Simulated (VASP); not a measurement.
Input of a VASP 6.6.1 run:

Contents of INCAR:

```
SYSTEM = Al2O3
PREC     = Accurate       ! precision mode
ENCUT    = 520            ! plane-wave cutoff, eV
EDIFF    = 1E-6           ! SCF threshold, eV
ISMEAR   = 0              ! smearing method
SIGMA    = 0.01           ! smearing width, eV
LREAL    = .FALSE.        ! projectors in reciprocal space
LASPH    = .TRUE.         ! aspherical terms in the spheres
NELM     = 100            ! most SCF steps
ALGO     = Normal         ! electronic algorithm
ISIF     = 2              ! what is computed and relaxed
LWAVE    = .FALSE.        ! write WAVECAR
LCHARG   = .FALSE.        ! write CHGCAR
GGA      = PS             ! functional
NBANDS   = 20             ! bands
```

The input KPOINTS:

```
Automatic mesh
0
G
  12 12 4
  0 0 0
```

The input POSCAR:

```
Al2O3
1.0
    3.0174825440      0.0000000000      0.0000000000
   -1.5087412720      2.6132165386      0.0000000000
    0.0000000000      0.0000000000      7.5746360022
Al O
2 3
Direct
    0.0000000000      0.0000000000      0.7220490000
    0.0000000000      0.0000000000      0.2779510000
    0.0000000000      0.0000000000      0.5000000000
    0.6666666667      0.3333333333      0.8005460000
    0.3333333333      0.6666666667      0.1994540000
```

Potentials or basis: VASP PAW PBE potentials, release 64 (Al, O).

Run with:

```bash
$ cat potpaw_PBE.64/Al/POTCAR potpaw_PBE.64/O/POTCAR > POTCAR
$ mpirun -np 1 vasp_std > vasp.out
```

Question: Predict the pressure.

Answer: -3.5 GPa.

Question: What does it give for the band gap on the k mesh?

Answer: 2.19 eV.

Question: Estimate the largest force.

Answer: 0.188 eV/Å.

Stress tensor (GPa, compression positive):
```
-3.93  0.00  0.00
 0.00 -3.93  0.00
 0.00  0.00 -2.62
```

Caveat: the cell stands under tension; the PAW data sets were made with another functional, which shifts forces and pressure a little. A k mesh can miss the band edges.
